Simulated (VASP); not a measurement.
# SrO (Fm-3m) in VASP: a series of runs

Runs on SrO. Level: PBE. Tasks: single point.

Program: VASP 6.6.1. These are calculated values, not measurements. Logs are shortened: lines on timing, memory, paths and dates and some standing lists are left out, and cuts for length are marked.

### Step 1. The cell of the first run

It takes space group Fm-3m (No. 225, cubic). The conventional cell has a = 5.168 Å, b = 5.168 Å, c = 5.168 Å, α = 90.00°, β = 90.00°, γ = 90.00°. Within 3.4 Å of Sr (site symmetry m-3m) lie 6 O at 2.58 Å. O (site symmetry m-3m) has 6 Sr at 2.58 Å within 3.4 Å.

### Step 2. Single point, PBE

INCAR

```
SYSTEM = SrO
PREC = Accurate
ENCUT = 600
EDIFF = 1E-6
ISMEAR = 0
SIGMA = 0.1
LREAL = .False.
LASPH = .True.
NELM = 120
ALGO = Normal
ISIF = 2
LWAVE = .False.
LCHARG = .True.
GGA = PE
LELF = .True.
LVHAR = .True.
NBANDS = 15
GGA_COMPAT = .False.
```

KPOINTS

```
regular mesh
0
Gamma
  4 4 4
  0 0 0
```

POSCAR

```
SrO
1.0
    0.0000000000      2.5837846888      2.5837846888
    2.5837846888      0.0000000000      2.5837846888
    2.5837846888      2.5837846888      0.0000000000
Sr O
1 1
Direct
    0.5000000000      0.5000000000      0.5000000000
    0.0000000000      0.0000000000      0.0000000000
```

Potentials or basis: VASP PAW PBE potentials, release 64 (Sr_sv, O).

Launch:

```sh
cat potpaw_PBE.64/Sr_sv/POTCAR potpaw_PBE.64/O/POTCAR > POTCAR
mpirun -np 1 vasp_std > vasp.out
```

OUTCAR:

```text
SYSTEM = SrO
   PREC = Accurate
   ENCUT = 600
   EDIFF = 1E-6
   ISMEAR = 0
   LREAL = .False.
   LASPH = .True.
   NELM = 120
   ISIF = 2
   GGA = PE

 ion  position               nearest neighbor table
   1  0.500  0.500  0.500-   2 2.58   2 2.58   2 2.58   2 2.58   2 2.58   2 2.58
   2  0.000  0.000  0.000-   1 2.58   1 2.58   1 2.58   1 2.58   1 2.58   1 2.58

  LATTYP: Found a face centered cubic cell.
 ALAT       =     5.1675693776

  Lattice vectors:

 A1 = (   0.0000000000,   2.5837846888,   2.5837846888)
 A2 = (   2.5837846888,   0.0000000000,   2.5837846888)
 A3 = (   2.5837846888,   2.5837846888,   0.0000000000)

Analysis of symmetry for initial positions (statically):
=====================================================================
 Subroutine PRICEL returns:
 Original cell was already a primitive cell.

 Routine SETGRP: Setting up the symmetry group for a
 face centered cubic supercell.

 Subroutine GETGRP returns: Found 48 space group operations
 (whereof 48 operations were pure point group operations)
 out of a pool of 48 trial point group operations.

The static configuration has the point symmetry O_h .

Analysis of symmetry for dynamics (positions and initial velocities):
=====================================================================
 Subroutine PRICEL returns:
 Original cell was already a primitive cell.

 Routine SETGRP: Setting up the symmetry group for a
 face centered cubic supercell.

 Subroutine GETGRP returns: Found 48 space group operations
 (whereof 48 operations were pure point group operations)
 out of a pool of 48 trial point group operations.

The dynamic configuration has the point symmetry O_h .

 Subroutine INISYM returns: Found 48 space group operations
 (whereof 48 operations are pure point group operations),
 and found     1 'primitive' translations

----------------------------------------------------------------------------------------

                                     Primitive cell

  volume of cell :      34.4984

  direct lattice vectors                    reciprocal lattice vectors
     0.000000000  2.583784689  2.583784689    -0.193514577  0.193514577  0.193514577
     2.583784689  0.000000000  2.583784689     0.193514577 -0.193514577  0.193514577
     2.583784689  2.583784689  0.000000000     0.193514577  0.193514577 -0.193514577

  length of vectors
     3.654023349  3.654023349  3.654023349     0.335177079  0.335177079  0.335177079

  position of ions in fractional coordinates (direct lattice)
     0.500000000  0.500000000  0.500000000
     0.000000000  0.000000000  0.000000000

  ion indices of the primitive-cell ions
   primitive index   ion index
                 1           1
                 2           2

----------------------------------------------------------------------------------------

 KPOINTS: regular mesh

Automatic generation of k-mesh.
 Grid dimensions read from file:
 generate k-points for:    4    4    4

 Generating k-lattice:

  Cartesian coordinates                     Fractional coordinates (reciprocal lattice)
    -0.048378644  0.048378644  0.048378644     0.250000000  0.000000000  0.000000000
     0.048378644 -0.048378644  0.048378644     0.000000000  0.250000000  0.000000000
     0.048378644  0.048378644 -0.048378644     0.000000000  0.000000000  0.250000000

  Length of vectors
     0.083794270  0.083794270  0.083794270

  Shift w.r.t. Gamma in fractional coordinates (k-lattice)
     0.000000000  0.000000000  0.000000000

 Subroutine IBZKPT returns following result:
 ===========================================

 Found      8 irreducible k-points:

 Following reciprocal coordinates:
            Coordinates               Weight
  0.000000  0.000000  0.000000      1.000000
  0.250000  0.000000  0.000000      8.000000
  0.500000  0.000000  0.000000      4.000000
  0.250000  0.250000  0.000000      6.000000
  0.500000  0.250000  0.000000     24.000000
 -0.250000  0.250000  0.000000     12.000000
  0.500000  0.500000  0.000000      3.000000
 -0.250000  0.500000  0.250000      6.000000
   k-points           NKPTS =      8   k-points in BZ     NKDIM =      8   number of bands    NBANDS=     15
   number of dos      NEDOS =    301   number of ions     NIONS =      2
   total plane-waves  NPLWV =  27000
   dimension x,y,z NGX =    30 NGY =   30 NGZ =   30
   dimension x,y,z NGXF=    60 NGYF=   60 NGZF=   60
   ions per type =               1   1
   NGX,Y,Z   is equivalent  to a cutoff of  13.65, 13.65, 13.65 a.u.
   NGXF,Y,Z  is equivalent  to a cutoff of  27.30, 27.30, 27.30 a.u.
 SYSTEM =  SrO
   PREC   = accura    normal or accurate (medium, high low for compatibility)
   ISTART =      0    job   : 0-new  1-cont  2-samecut
   ICHARG =      2    charge: 1-file 2-atom 10-const
   ISPIN  =      1    spin polarized calculation?
   LNONCOLLINEAR =      F non collinear calculations
   LSORBIT =      F    spin-orbit coupling
   LASPH  =      T    aspherical Exc in radial PAW
   ENCUT  =  600.0 eV  44.10 Ry    6.64 a.u.   7.30  7.30  7.30*2*pi/ulx,y,z
   NELM   =    120;   NELMIN=  2; NELMDL= -5     # of ELM steps
   EDIFF  = 0.1E-05   stopping-criterion for ELM
   LREAL  =      F    real-space projection
   EDIFFG = 0.1E-04   stopping-criterion for IOM
   NSW    =      0    number of steps for IOM
   IBRION =     -1    ionic relax: 0-MD 1-quasi-New 2-CG
   NFREE  =      0    steps in history (QN), initial steepest desc. (CG)
   ISIF   =      2    stress and relaxation
   ISYM   =      2    0-nonsym 1-usesym 2-fastsym
   POTIM  = 0.5000    time-step for ionic-motion
   TEBEG  =    0.0;   TEEND  =   0.0 temperature during run
   PSTRESS=    0.0 pullay stress
   NELECT =      16.0000    total number of electrons
   NUPDOWN=      -1.0000    fix difference up-down
   EMIN   =  10.00;   EMAX   =-10.00  energy-range for DOS
   EFERMI =   0.00;   METHOD = LEGACY
   ISMEAR =     0;   SIGMA  =   0.10  broadening in eV -4-tet -1-fermi 0-gaus
   EFERMI_NEDOS =   21; number of points for ismear=-14 and -15
   IALGO  =     38    algorithm
   IMIX   =      4    mixing-type and parameters
     AMIX     =   0.40;   BMIX     =  1.00
     AMIX_MAG =   1.60;   BMIX_MAG =  1.00
  volume/ion in A,a.u.               =      17.25       116.40
  Fermi-wavevector in a.u.,A,eV,Ry     =   1.267210  2.394679 21.848515  1.605821
  Thomas-Fermi vector in A             =   2.400370
   LORBIT       =      0    0 simple, 1 ext, 2 COOP (PROOUT), +10 PAW based schemes
   GGA     = PE    functional components
   LHFCALC =     F    Hartree Fock is set to
   AEXX    =    0.0000 exact exchange contribution
   IVDW    =     0    specifies the selected vdW correction
   LEPSILON=     F    determine dielectric tensor
   LRPA    =     F    only Hartree local field effects (RPA)
 non-spin polarized calculation
 Gauss-broadening in eV      SIGMA  =   0.10
  energy-cutoff  :      600.00
  volume of cell :       34.50
 maximum number of plane-waves:      1174
 NGX is ok and might be reduce to    30
   NGX = 15   NGY = 15   NGZ = 15

 number of electron      15.9999998 magnetization

 Free energy of the ion-electron system (eV)
  ---------------------------------------------------
  ext. energy  EPLUGINS =         0.00000000
  ---------------------------------------------------
  free energy    TOTEN  =       -12.04845359 eV

  energy without entropy =      -12.04845359  energy(sigma->0) =      -12.04845359

 E-fermi :   2.0644     XC(G=0):  -9.9547

 val. band max:        1.5992082690   @ k =   0.0000   0.0000   0.0000
 cond. band min:       4.8673193589   @ k =   0.5000   0.5000   0.0000
 fundamental gap:      3.2681110899
 Fermi energy:         2.0644414748

 k-point     1 :       0.0000    0.0000    0.0000
  band No.  band energies     occupation
      1     -30.8495      2.00000
      2     -13.4718      2.00000
      3     -12.5024      2.00000
      4     -12.5024      2.00000
      5     -12.5024      2.00000
      6       1.5992      2.00000
      7       1.5992      2.00000
      8       1.5992      2.00000
      9       5.4733      0.00000
     10       7.7711      0.00000
     11       7.7711      0.00000
     12       7.7711      0.00000
     13       9.9048      0.00000
     14       9.9048      0.00000
     15      14.2348      0.00000

 k-point     2 :       0.2500    0.0000    0.0000
  band No.  band energies     occupation
      1     -30.7854      2.00000
      2     -14.4069      2.00000
      3     -12.5424      2.00000
      4     -12.5424      2.00000
      5     -11.7257      2.00000
      6       0.3357      2.00000
      7       0.9923      2.00000
      8       0.9923      2.00000
      9       7.5237      0.00000
     10       7.7220      0.00000
     11       8.8860      0.00000
     12       8.8860      0.00000
     13      11.2970      0.00000
     14      11.2970      0.00000
     15      17.1521      0.00000

 k-point     3 :       0.5000    0.0000    0.0000
  band No.  band energies     occupation
      1     -30.7201      2.00000
      2     -14.9754      2.00000
      3     -12.5814      2.00000
      4     -12.5814      2.00000
      5     -11.3159      2.00000
      6      -0.5442      2.00000
      7       0.4896      2.00000
      8       0.4896      2.00000
      9       8.0838      0.00000
     10       9.9326      0.00000
     11      10.3548      0.00000
     12      10.3548      0.00000
     13      13.3648      0.00000
     14      13.3648      0.00000
     15      16.1609      0.00000
[... 55 lines left out ...]
 k-point     7 :       0.5000    0.5000    0.0000
  band No.  band energies     occupation
      1     -30.6826      2.00000
      2     -13.4391      2.00000
      3     -13.4150      2.00000
      4     -12.8510      2.00000
      5     -12.8510      2.00000
      6       1.1404      2.00000
      7       1.5010      2.00000
      8       1.5010      2.00000
      9       4.8673      0.00000
     10       9.2856      0.00000
     11      11.6686      0.00000
     12      11.8461      0.00000
     13      12.5638      0.00000
     14      12.5638      0.00000
     15      15.0862      0.00000

 k-point     8 :      -0.2500    0.5000    0.2500
  band No.  band energies     occupation
      1     -30.6810      2.00000
      2     -14.1439      2.00000
      3     -13.1414      2.00000
      4     -13.1414      2.00000
      5     -11.9149      2.00000
      6       0.4941      2.00000
      7       1.1454      2.00000
      8       1.1454      2.00000
      9       7.5752      0.00000
     10       7.5752      0.00000
     11      10.1037      0.00000
     12      12.5793      0.00000
     13      12.8007      0.00000
     14      14.1998      0.00000
     15      16.0842      0.00000

------------------------ aborting loop because EDIFF is reached ----------------------------------------

  FORCE on cell =-STRESS in cart. coord.  units (eV):
  Direction    XX          YY          ZZ          XY          YZ          ZX
  --------------------------------------------------------------------------------------
  -------------------------------------------------------------------------------------
  Total        0.4036219      0.4036219      0.4036219      0.0000000      0.0000000     -0.0000000
  in kB       18.7450403     18.7450403     18.7450403      0.0000000      0.0000000     -0.0000000
  external PRESSURE =      18.7450403 kB  Pullay stress =       0.0000000 kB

 VOLUME and BASIS-vectors are now :
 -----------------------------------------------------------------------------
  energy-cutoff  :      600.00
  volume of cell :       34.50
      direct lattice vectors                 reciprocal lattice vectors
     0.000000000  2.583784689  2.583784689    -0.193514577  0.193514577  0.193514577
     2.583784689  0.000000000  2.583784689     0.193514577 -0.193514577  0.193514577
     2.583784689  2.583784689  0.000000000     0.193514577  0.193514577 -0.193514577

 POSITION                                       TOTAL-FORCE (eV/Angst)
 -----------------------------------------------------------------------------------
      2.58378      2.58378      2.58378        -0.000000     -0.000000     -0.000000
      0.00000      0.00000      0.00000         0.000000      0.000000      0.000000
 -----------------------------------------------------------------------------------
    total drift:                               -0.000000      0.000000      0.000000

  FREE ENERGIE OF THE ION-ELECTRON SYSTEM (eV)
  ---------------------------------------------------
  free  energy   TOTEN  =       -12.0484535915 eV

  energy  without entropy=      -12.0484535915  energy(sigma->0) =      -12.04845359
```

Wall time 9.2 s (1 thread of Intel Xeon 6975P-C (Granite Rapids), shared host); peak memory 0.16 GiB.

What came out:

* Free energy: -12.0485 eV
* Pressure: 1.9 GPa
* Band gap on the k mesh: 3.27 eV, indirect (least direct gap 3.37 eV)

Levels at points of the mesh, in eV from the valence-band top:
| k point | band 4 | band 5 | band 6 | band 7 | band 8 | band 9 | band 10 | band 11 | band 12 | band 13 |
| --- | --- | --- | --- | --- | --- | --- | --- | --- | --- | --- |
| (0.00, 0.00, 0.00) | -14.10 | -14.10 | 0.00 | 0.00 | 0.00 | 3.87 | 6.17 | 6.17 | 6.17 | 8.31 |
| (0.50, 0.00, 0.00) | -14.18 | -12.92 | -2.14 | -1.11 | -1.11 | 6.48 | 8.33 | 8.76 | 8.76 | 11.77 |
| (0.50, 0.50, 0.00) | -14.45 | -14.45 | -0.46 | -0.10 | -0.10 | 3.27 | 7.69 | 10.07 | 10.25 | 10.96 |

Caveat: the k points lie up to 0.53 Å⁻¹ apart.

### Step 3. Single point, PBE

INCAR

```
PREC = Accurate
ENCUT = 600
EDIFF = 1E-6
ISMEAR = 0
SIGMA = 0.1
LREAL = F
LASPH = T
NELM = 120
ALGO = Normal
ISIF = 2
LWAVE = F
LCHARG = F
GGA = PE
NBANDS = 15
GGA_COMPAT = F
```

KPOINTS

```
Automatic mesh
0
Gamma
  4 4 4
```

POSCAR is that of step 2.

Potentials or basis: VASP PAW PBE potentials, release 64 (Sr_sv, O).

Launch:

```sh
cat potpaw_PBE.64/Sr_sv/POTCAR potpaw_PBE.64/O/POTCAR > POTCAR
mpirun -np 1 vasp_std > vasp.out
```

OUTCAR:

```text
PREC = Accurate
   ENCUT = 600
   EDIFF = 1E-6
   ISMEAR = 0
   LREAL = F
   LASPH = T
   NELM = 120
   ISIF = 2
   GGA = PE

 ion  position               nearest neighbor table
   1  0.500  0.500  0.500-   2 2.58   2 2.58   2 2.58   2 2.58   2 2.58   2 2.58
   2  0.000  0.000  0.000-   1 2.58   1 2.58   1 2.58   1 2.58   1 2.58   1 2.58

  LATTYP: Found a face centered cubic cell.
 ALAT       =     5.1675693776

  Lattice vectors:

 A1 = (   0.0000000000,   2.5837846888,   2.5837846888)
 A2 = (   2.5837846888,   0.0000000000,   2.5837846888)
 A3 = (   2.5837846888,   2.5837846888,   0.0000000000)

Analysis of symmetry for initial positions (statically):
=====================================================================
 Subroutine PRICEL returns:
 Original cell was already a primitive cell.

 Routine SETGRP: Setting up the symmetry group for a
 face centered cubic supercell.

 Subroutine GETGRP returns: Found 48 space group operations
 (whereof 48 operations were pure point group operations)
 out of a pool of 48 trial point group operations.

[... 157 lines left out ...]
      3     -12.5024      2.00000
      4     -12.5024      2.00000
      5     -12.5024      2.00000
      6       1.5992      2.00000
      7       1.5992      2.00000
      8       1.5992      2.00000
      9       5.4733      0.00000
     10       7.7711      0.00000
     11       7.7711      0.00000
     12       7.7711      0.00000
     13       9.9048      0.00000
     14       9.9048      0.00000
[... 113 lines left out ...]
      2     -14.1439      2.00000
      3     -13.1414      2.00000
      4     -13.1414      2.00000
      5     -11.9149      2.00000
      6       0.4941      2.00000
      7       1.1454      2.00000
      8       1.1454      2.00000
      9       7.5752      0.00000
     10       7.5752      0.00000
     11      10.1037      0.00000
     12      12.5793      0.00000
     13      12.8007      0.00000
     14      14.1998      0.00000
     15      16.0842      0.00000

------------------------ aborting loop because EDIFF is reached ----------------------------------------

  FORCE on cell =-STRESS in cart. coord.  units (eV):
  Direction    XX          YY          ZZ          XY          YZ          ZX
  --------------------------------------------------------------------------------------
  -------------------------------------------------------------------------------------
  Total        0.4036219      0.4036219      0.4036219      0.0000000      0.0000000     -0.0000000
  in kB       18.7450403     18.7450403     18.7450403      0.0000000      0.0000000     -0.0000000
  external PRESSURE =      18.7450403 kB  Pullay stress =       0.0000000 kB

 VOLUME and BASIS-vectors are now :
 -----------------------------------------------------------------------------
  energy-cutoff  :      600.00
  volume of cell :       34.50
      direct lattice vectors                 reciprocal lattice vectors
     0.000000000  2.583784689  2.583784689    -0.193514577  0.193514577  0.193514577
     2.583784689  0.000000000  2.583784689     0.193514577 -0.193514577  0.193514577
     2.583784689  2.583784689  0.000000000     0.193514577  0.193514577 -0.193514577

 POSITION                                       TOTAL-FORCE (eV/Angst)
 -----------------------------------------------------------------------------------
      2.58378      2.58378      2.58378        -0.000000     -0.000000     -0.000000
      0.00000      0.00000      0.00000         0.000000      0.000000      0.000000
 -----------------------------------------------------------------------------------
    total drift:                               -0.000000      0.000000      0.000000

  FREE ENERGIE OF THE ION-ELECTRON SYSTEM (eV)
  ---------------------------------------------------
  free  energy   TOTEN  =       -12.0484535915 eV

  energy  without entropy=      -12.0484535915  energy(sigma->0) =      -12.04845359
```

Wall time 8.1 s (1 thread of Intel Xeon 6975P-C (Granite Rapids), shared host); peak memory 0.16 GiB.

What came out:

```
Free energy            : -12.0485 eV
Pressure               : 1.9 GPa
Band gap on the k mesh : 3.27 eV, indirect (least direct gap 3.37 eV)
```

Caveat: the k points lie up to 0.53 Å⁻¹ apart. A k mesh can miss the band edges.
